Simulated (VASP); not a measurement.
# ZrB (Fm-3m) in VASP: further runs

ZrB is run at these levels: PBE; tasks: single point.

All numbers are computed with VASP 6.6.1; they aren't measurements. Logs are shortened: lines on timing, memory, paths and dates and some standing lists are left out, and cuts for length are marked.

**1. The cell of the first run**

The structure is cubic, space group Fm-3m (No. 225). The conventional cell has a = 4.913 Å, b = 4.913 Å, c = 4.913 Å, α = 90.00°, β = 90.00°, γ = 90.00°. Zr (site symmetry m-3m) has 6 B at 2.46 Å within 3.2 Å. Within 3.2 Å of B (site symmetry m-3m) lie 6 Zr at 2.46 Å.

**2. Single point, PBE**

INCAR reads:

```
PREC = Accurate
ENCUT = 520
EDIFF = 1E-6
ISMEAR = 0
SIGMA = 0.1
LREAL = False
LASPH = True
NELM = 100
ALGO = Normal
ISIF = 2
LWAVE = False
LCHARG = True
GGA = PE
LELF = True
LVHAR = True
NBANDS = 14
```

KPOINTS reads:

```
regular mesh
0
Gamma
  12 12 12
```

POSCAR reads:

```
ZrB
1.0
    0.0000000000      2.4563210000      2.4563210000
    2.4563210000      0.0000000000      2.4563210000
    2.4563210000      2.4563210000      0.0000000000
Zr B
1 1
Direct
    0.5000000000      0.5000000000      0.5000000000
    0.0000000000      0.0000000000      0.0000000000
```

Potentials or basis: VASP PAW PBE potentials, release 64 (Zr_sv, B).

The run is started by

```console
cat potpaw_PBE.64/Zr_sv/POTCAR potpaw_PBE.64/B/POTCAR > POTCAR
mpirun -np 1 vasp_std > vasp.out
```

OUTCAR:

```text
PREC = Accurate
   ENCUT = 520
   EDIFF = 1E-6
   ISMEAR = 0
   LREAL = False
   LASPH = True
   NELM = 100
   ISIF = 2
   GGA = PE

 ion  position               nearest neighbor table
   1  0.500  0.500  0.500-   2 2.46   2 2.46   2 2.46   2 2.46   2 2.46   2 2.46
   2  0.000  0.000  0.000-   1 2.46   1 2.46   1 2.46   1 2.46   1 2.46   1 2.46

  LATTYP: Found a face centered cubic cell.
 ALAT       =     4.9126420000

  Lattice vectors:

 A1 = (   0.0000000000,   2.4563210000,   2.4563210000)
 A2 = (   2.4563210000,   0.0000000000,   2.4563210000)
 A3 = (   2.4563210000,   2.4563210000,   0.0000000000)

Analysis of symmetry for initial positions (statically):
=====================================================================
 Subroutine PRICEL returns:
 Original cell was already a primitive cell.

 Routine SETGRP: Setting up the symmetry group for a
 face centered cubic supercell.

 Subroutine GETGRP returns: Found 48 space group operations
 (whereof 48 operations were pure point group operations)
 out of a pool of 48 trial point group operations.

The static configuration has the point symmetry O_h .

Analysis of symmetry for dynamics (positions and initial velocities):
=====================================================================
 Subroutine PRICEL returns:
 Original cell was already a primitive cell.

 Routine SETGRP: Setting up the symmetry group for a
 face centered cubic supercell.

 Subroutine GETGRP returns: Found 48 space group operations
 (whereof 48 operations were pure point group operations)
 out of a pool of 48 trial point group operations.

The dynamic configuration has the point symmetry O_h .

 Subroutine INISYM returns: Found 48 space group operations
 (whereof 48 operations are pure point group operations),
 and found     1 'primitive' translations

----------------------------------------------------------------------------------------

                                     Primitive cell

  volume of cell :      29.6405

  direct lattice vectors                    reciprocal lattice vectors
     0.000000000  2.456321000  2.456321000    -0.203556457  0.203556457  0.203556457
     2.456321000  0.000000000  2.456321000     0.203556457 -0.203556457  0.203556457
     2.456321000  2.456321000  0.000000000     0.203556457  0.203556457 -0.203556457

  length of vectors
     3.473762472  3.473762472  3.473762472     0.352570126  0.352570126  0.352570126

  position of ions in fractional coordinates (direct lattice)
     0.500000000  0.500000000  0.500000000
     0.000000000  0.000000000  0.000000000

  ion indices of the primitive-cell ions
   primitive index   ion index
                 1           1
                 2           2

----------------------------------------------------------------------------------------

 KPOINTS: regular mesh

Automatic generation of k-mesh.
 Grid dimensions read from file:
 generate k-points for:   12   12   12

 Generating k-lattice:

  Cartesian coordinates                     Fractional coordinates (reciprocal lattice)
    -0.016963038  0.016963038  0.016963038     0.083333333  0.000000000  0.000000000
     0.016963038 -0.016963038  0.016963038     0.000000000  0.083333333  0.000000000
     0.016963038  0.016963038 -0.016963038     0.000000000  0.000000000  0.083333333

  Length of vectors
     0.029380844  0.029380844  0.029380844

  Shift w.r.t. Gamma in fractional coordinates (k-lattice)
     0.000000000  0.000000000  0.000000000

 Subroutine IBZKPT returns following result:
 ===========================================

 Found     72 irreducible k-points:

 Following reciprocal coordinates:
            Coordinates               Weight
  0.000000  0.000000  0.000000      1.000000
  0.083333  0.000000  0.000000      8.000000
  0.166667  0.000000  0.000000      8.000000
  0.250000  0.000000  0.000000      8.000000
  0.333333  0.000000  0.000000      8.000000
  0.416667  0.000000  0.000000      8.000000
[... 16 lines left out ...]
  0.500000  0.166667  0.000000     24.000000
 -0.416667  0.166667  0.000000     24.000000
 [... further k-points ...]
   k-points           NKPTS =     72   k-points in BZ     NKDIM =     72   number of bands    NBANDS=     14
   number of dos      NEDOS =    301   number of ions     NIONS =      2
   total plane-waves  NPLWV =  21952
   dimension x,y,z NGX =    28 NGY =   28 NGZ =   28
   dimension x,y,z NGXF=    56 NGYF=   56 NGZF=   56
   ions per type =               1   1
   NGX,Y,Z   is equivalent  to a cutoff of  13.40, 13.40, 13.40 a.u.
   NGXF,Y,Z  is equivalent  to a cutoff of  26.80, 26.80, 26.80 a.u.
 SYSTEM =  unknown system
   PREC   = accura    normal or accurate (medium, high low for compatibility)
   ISTART =      0    job   : 0-new  1-cont  2-samecut
   ICHARG =      2    charge: 1-file 2-atom 10-const
   ISPIN  =      1    spin polarized calculation?
   LNONCOLLINEAR =      F non collinear calculations
   LSORBIT =      F    spin-orbit coupling
   LASPH  =      T    aspherical Exc in radial PAW
   ENCUT  =  520.0 eV  38.22 Ry    6.18 a.u.   6.46  6.46  6.46*2*pi/ulx,y,z
   NELM   =    100;   NELMIN=  2; NELMDL= -5     # of ELM steps
   EDIFF  = 0.1E-05   stopping-criterion for ELM
   LREAL  =      F    real-space projection
   EDIFFG = 0.1E-04   stopping-criterion for IOM
   NSW    =      0    number of steps for IOM
   IBRION =     -1    ionic relax: 0-MD 1-quasi-New 2-CG
   NFREE  =      0    steps in history (QN), initial steepest desc. (CG)
   ISIF   =      2    stress and relaxation
   ISYM   =      2    0-nonsym 1-usesym 2-fastsym
   POTIM  = 0.5000    time-step for ionic-motion
   TEBEG  =    0.0;   TEEND  =   0.0 temperature during run
   PSTRESS=    0.0 pullay stress
   NELECT =      15.0000    total number of electrons
   NUPDOWN=      -1.0000    fix difference up-down
   EMIN   =  10.00;   EMAX   =-10.00  energy-range for DOS
   EFERMI =   0.00;   METHOD = LEGACY
   ISMEAR =     0;   SIGMA  =   0.10  broadening in eV -4-tet -1-fermi 0-gaus
   EFERMI_NEDOS =   21; number of points for ismear=-14 and -15
   IALGO  =     38    algorithm
   IMIX   =      4    mixing-type and parameters
     AMIX     =   0.40;   BMIX     =  1.00
     AMIX_MAG =   1.60;   BMIX_MAG =  1.00
  volume/ion in A,a.u.               =      14.82       100.01
  Fermi-wavevector in a.u.,A,eV,Ry     =   1.304598  2.465333 23.156798  1.701977
  Thomas-Fermi vector in A             =   2.435523
   LORBIT       =      0    0 simple, 1 ext, 2 COOP (PROOUT), +10 PAW based schemes
   GGA     = PE    functional components
   LHFCALC =     F    Hartree Fock is set to
   AEXX    =    0.0000 exact exchange contribution
   IVDW    =     0    specifies the selected vdW correction
   LEPSILON=     F    determine dielectric tensor
   LRPA    =     F    only Hartree local field effects (RPA)
 non-spin polarized calculation
 Gauss-broadening in eV      SIGMA  =   0.10
  energy-cutoff  :      520.00
  volume of cell :       29.64
 maximum number of plane-waves:       821
 NGX is ok and might be reduce to    28
   NGX = 13   NGY = 13   NGZ = 13

 number of electron      15.0000000 magnetization

 Free energy of the ion-electron system (eV)
  ---------------------------------------------------
  ext. energy  EPLUGINS =         0.00000000
  ---------------------------------------------------
  free energy    TOTEN  =       -16.00988212 eV

  energy without entropy =      -16.00534453  energy(sigma->0) =      -16.00761332

 E-fermi :   7.3959     XC(G=0): -11.4516

 val. band max:        7.3930702702   @ k =   0.2500   0.0833   0.0000
 cond. band min:       7.4705461956   @ k =   0.3333   0.1667   0.0833
 fundamental gap:      0.0774759254
 Fermi energy:         7.3958657909

 k-point     1 :       0.0000    0.0000    0.0000
  band No.  band energies     occupation
      1     -40.1073      2.00000
      2     -17.9346      2.00000
      3     -17.9346      2.00000
      4     -17.9346      2.00000
      5      -0.6244      2.00000
      6       9.1405      0.00000
      7       9.1405      0.00000
      8       9.1405      0.00000
      9      10.5216      0.00000
     10      10.5216      0.00000
     11      10.8151      0.00000
     12      10.8151      0.00000
     13      10.8151      0.00000
     14      18.3240      0.00000

 k-point     2 :       0.0833    0.0000    0.0000
  band No.  band energies     occupation
      1     -40.1036      2.00000
      2     -17.9716      2.00000
      3     -17.9383      2.00000
      4     -17.9383      2.00000
      5      -0.4710      2.00000
      6       8.6439      0.00000
      7       8.9947      0.00000
      8       8.9947      0.00000
      9       9.7172      0.00000
     10       9.7172      0.00000
     11      11.0295      0.00000
     12      12.0712      0.00000
     13      12.0712      0.00000
     14      18.5204      0.00000

 k-point     3 :       0.1667    0.0000    0.0000
  band No.  band energies     occupation
      1     -40.0933      2.00000
      2     -18.0716      2.00000
      3     -17.9486      2.00000
      4     -17.9486      2.00000
      5      -0.0300      2.00000
      6       7.6453      0.00042
      7       8.1596      0.00000
      8       8.1596      0.00000
      9       9.8988      0.00000
     10       9.8988      0.00000
     11      11.3356      0.00000
     12      13.6147      0.00000
     13      13.6147      0.00000
     14      18.9337      0.00000

 k-point     4 :       0.2500    0.0000    0.0000
  band No.  band energies     occupation
      1     -40.0793      2.00000
      2     -18.2052      2.00000
      3     -17.9626      2.00000
      4     -17.9626      2.00000
      5       0.6463      2.00000
      6       6.5445      2.00000
      7       7.3471      1.50997
      8       7.3471      1.50997
      9      10.4857      0.00000
     10      10.4857      0.00000
     11      11.6535      0.00000
     12      15.2205      0.00000
     13      15.2205      0.00000
     14      18.6474      0.00000

 k-point     5 :       0.3333    0.0000    0.0000
  band No.  band energies     occupation
      1     -40.0651      2.00000
      2     -18.3354      2.00000
      3     -17.9765      2.00000
      4     -17.9765      2.00000
      5       1.4854      2.00000
      6       5.4639      2.00000
      7       6.7441      2.00000
      8       6.7441      2.00000
      9      11.2186      0.00000
     10      11.2186      0.00000
     11      12.1242      0.00000
[... 276 lines left out ...]
 k-point    22 :       0.4167    0.1667    0.0000
  band No.  band energies     occupation
      1     -40.0535      2.00000
      2     -18.3500      2.00000
      3     -18.0434      2.00000
      4     -18.0262      2.00000
      5       1.8686      2.00000
      6       5.0674      2.00000
      7       6.5461      2.00000
      8       7.1839      1.99728
      9      10.2493      0.00000
     10      12.2060      0.00000
     11      13.1013      0.00000
     12      15.3577      0.00000
     13      16.8025      0.00000
     14      18.8145      0.00000

 k-point    23 :       0.5000    0.1667    0.0000
  band No.  band energies     occupation
      1     -40.0463      2.00000
      2     -18.4062      2.00000
      3     -18.0700      2.00000
      4     -18.0232      2.00000
      5       2.5124      2.00000
      6       4.4631      2.00000
      7       6.3733      2.00000
      8       6.7638      2.00000
      9      11.0349      0.00000
     10      12.3500      0.00000
     11      13.2180      0.00000
     12      16.3025      0.00000
     13      16.5165      0.00000
     14      18.2925      0.00000

 k-point    24 :      -0.4167    0.1667    0.0000
  band No.  band energies     occupation
      1     -40.0454      2.00000
      2     -18.4112      2.00000
      3     -18.0883      2.00000
      4     -18.0103      2.00000
      5       2.7595      2.00000
      6       4.2217      2.00000
      7       6.3887      2.00000
      8       6.5428      2.00000
      9      11.8286      0.00000
     10      11.9405      0.00000
     11      13.0230      0.00000
     12      16.2757      0.00000
     13      17.0832      0.00000
     14      17.7218      0.00000

 [... further k-points ...]

------------------------ aborting loop because EDIFF is reached ----------------------------------------

  FORCE on cell =-STRESS in cart. coord.  units (eV):
  Direction    XX          YY          ZZ          XY          YZ          ZX
  --------------------------------------------------------------------------------------
  -------------------------------------------------------------------------------------
  Total       -0.1320452     -0.1320452     -0.1320452      0.0000000     -0.0000000      0.0000000
  in kB       -7.1375300     -7.1375300     -7.1375300      0.0000000     -0.0000000      0.0000000
  external PRESSURE =      -7.1375300 kB  Pullay stress =       0.0000000 kB

 VOLUME and BASIS-vectors are now :
 -----------------------------------------------------------------------------
  energy-cutoff  :      520.00
  volume of cell :       29.64
      direct lattice vectors                 reciprocal lattice vectors
     0.000000000  2.456321000  2.456321000    -0.203556457  0.203556457  0.203556457
     2.456321000  0.000000000  2.456321000     0.203556457 -0.203556457  0.203556457
     2.456321000  2.456321000  0.000000000     0.203556457  0.203556457 -0.203556457

 POSITION                                       TOTAL-FORCE (eV/Angst)
 -----------------------------------------------------------------------------------
      2.45632      2.45632      2.45632         0.000000      0.000000      0.000000
      0.00000      0.00000      0.00000        -0.000000     -0.000000     -0.000000
 -----------------------------------------------------------------------------------
    total drift:                                0.000000      0.000000      0.000000

  FREE ENERGIE OF THE ION-ELECTRON SYSTEM (eV)
  ---------------------------------------------------
  free  energy   TOTEN  =       -16.0098821184 eV

  energy  without entropy=      -16.0053445302  energy(sigma->0) =      -16.00761332
```

It took 51 s on 1 thread of AMD EPYC 7R13, shared host; peak memory 0.15 GiB.

What came out:

* Free energy: -16.0099 eV
* Pressure: -0.7 GPa

Levels at points of the mesh, in eV from the Fermi level:
```csv
k point,band 5,band 6,band 7,band 8,band 9,band 10,band 11,band 12
"(0.00, 0.00, 0.00)",-8.02,1.74,1.74,1.74,3.13,3.13,3.42,3.42
"(0.50, 0.00, 0.00)",-4.19,-3.78,-1.14,-1.14,4.79,4.79,6.05,7.47
"(0.50, 0.50, 0.00)",-6.08,-0.80,-0.75,2.04,2.04,4.53,5.69,5.69
```

**3. Single point, PBE**

INCAR reads:

```
SYSTEM = ZrB
PREC     = Accurate       ! precision mode
ENCUT    = 520            ! plane-wave cutoff, eV
EDIFF    = 1E-6           ! SCF threshold, eV
ISMEAR   = 0              ! smearing method
SIGMA    = 0.1            ! smearing width, eV
LREAL    = .FALSE.        ! projectors in reciprocal space
LASPH    = .TRUE.         ! aspherical terms in the spheres
NELM     = 100            ! most SCF steps
ALGO     = Normal         ! electronic algorithm
ISIF     = 2              ! what is computed and relaxed
LWAVE    = .FALSE.        ! write WAVECAR
LCHARG   = .FALSE.        ! write CHGCAR
GGA      = PE             ! functional
NBANDS   = 14             ! bands
```

KPOINTS reads:

```
regular mesh
0
G
  12 12 12
  0 0 0
```

POSCAR is that of step 2.

Potentials or basis: VASP PAW PBE potentials, release 64 (Zr_sv, B).

The run is started by

```console
cat potpaw_PBE.64/Zr_sv/POTCAR potpaw_PBE.64/B/POTCAR > POTCAR
mpirun -np 1 vasp_std > vasp.out
```

It took 62 s on 1 thread of AMD EPYC 7R13, shared host; peak memory 0.14 GiB.

It converged, with:

| Item | Value |
| --- | --- |
| Free energy | -16.0099 eV |
| Pressure | -0.7 GPa |

Levels at points of the mesh, in eV from the Fermi level:
```csv
k point,band 6,band 7,band 8,band 9,band 10,band 11
"(0.00, 0.00, 0.00)",1.74,1.74,1.74,3.13,3.13,3.42
"(0.50, 0.00, 0.00)",-3.78,-1.14,-1.14,4.79,4.79,6.05
"(0.50, 0.50, 0.00)",-0.80,-0.75,2.04,2.04,4.53,5.69
```
